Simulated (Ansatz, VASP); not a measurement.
## One calculation of KLa, two programs

The input INCAR:

```
SYSTEM = KLa
PREC = Accurate ; ENCUT = 520
EDIFF = 1E-6 ; ISMEAR = -1
SIGMA = 0.05 ; LREAL = .False.
LASPH = .True. ; NELM = 80
ALGO = Normal ; ISIF = 2
LWAVE = .False. ; LCHARG = .True.
GGA = PE ; LELF = .True.
LVHAR = .True. ; NBANDS = 17
```

KPOINTS

```
Automatic mesh
0
Gamma
  11 11 11
  0 0 0
```

POSCAR

```
KLa
1.0
    1.8935674168     -1.0932516578      7.4291209337
    0.0000000000      2.1865033157      7.4291209337
   -1.8935674168     -1.0932516578      7.4291209337
K La
1 1
Direct
    0.0000000000      0.0000000000      0.0000000000
    0.5000000000      0.5000000000      0.5000000000
```

Input for Ansatz:

```yaml
crystal:
  lattice:
    - [1.8935674168, -1.0932516578, 7.4291209337]
    - [0.0, 2.1865033157, 7.4291209337]
    - [-1.8935674168, -1.0932516578, 7.4291209337]
  atoms:
    - { symbol: K, position: [0.0, 0.0, 0.0] }
    - { symbol: La, position: [0.5, 0.5, 0.5] }
kpoints:
  mp_grid: { grid: [11, 11, 11] }
  band_path:
    path:
      - [0.0, 0.0, 0.0]
      - [0.5, 0.5, 0.5]
      - [0.8188964258, 0.1811035742, 0.5]
      - [0.5, -0.1811035742, 0.1811035742]
      - [0.5, 0.0, 0.0]
      - [0.0, 0.0, 0.0]
      - [0.3405517871, -0.3405517871, 0.0]
      - [0.6594482129, 0.0, 0.3405517871]
      - [0.5, 0.0, 0.5]
    npoints: 14
scf:
  occupations: { method: fermi_dirac, width: 0.05 }
hamiltonian:
  xc: pbe
  pseudopotentials: { kind: all_electron, lapw: { basis_error: 0.00025 } }
output:
  forces: true
  stress: true
  eigenvalues: true
  populations: true
  dos: { projected: true, de: 0.2, e_range: [-14, 8] }
```

Alike in both runs: task single point; functional PBE; k mesh 11 × 11 × 11; occupations fermi-dirac, width 0.05 eV; no spin polarisation.

|  | VASP | Ansatz |
| --- | --- | --- |
| version | VASP 6.6.1 | Ansatz 0.2.0 |
| potentials or method | VASP PAW PBE potentials, release 64 (K_sv, La), cutoff 520 eV | all-electron LAPW, scalar-relativistic |

```tsv
	VASP	Ansatz	Ansatz less VASP
pressure (GPa)	0.0	0.0	+0.01
```

Ansatz ran all-electron here, and VASP with PAW potentials.

Spin-orbit coupling is off throughout.
